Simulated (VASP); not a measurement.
Runs of VASP 6.6.1 on NaF. The structure is that of space group P6_3/mmc (No. 194), or close to it. The cells are those of the table. 

```csv
level,cell,k mesh,smearing,grid for exact exchange (PRECFOCK),screening parameter,gap on the mesh (eV),pressure (GPa)
HSE06,"a = 3.292, b = 3.292, c = 5.504 Å, angles 90.0, 90.0, 120.0°, 4 atoms",6 × 6 × 4,gaussian 0.01 eV,Normal,0.2079 1/Å,8.24,-1.2
PBE,"a = 3.292, b = 3.292, c = 5.504 Å, angles 90.0, 90.0, 120.0°, 4 atoms",12 × 12 × 6,fermi-dirac 0.02 eV,-,-,(c),0.5
r2SCAN,"a = 3.178, b = 3.178, c = 5.474 Å, angles 90.0, 90.0, 120.0°, 4 atoms",12 × 12 × 6,gaussian 0.01 eV,-,-,7.35,0.4
r2SCAN,"a = 3.292, b = 3.292, c = 5.504 Å, angles 90.0, 90.0, 120.0°, 4 atoms",12 × 12 × 6,gaussian 0.01 eV,-,-,(a),(b)
```

Alike in all rows: task single point; potentials or basis VASP PAW PBE potentials, release 64 (Na_pv, F); no spin polarisation; cutoff (eV) 520.

Fill in the values left out.

(a) 6.97; (b) -3.2; (c) 6.10.

Caveats: the PAW data sets were made with another functional, which shifts forces and pressure a little (some runs).

A k mesh can miss the band edges.
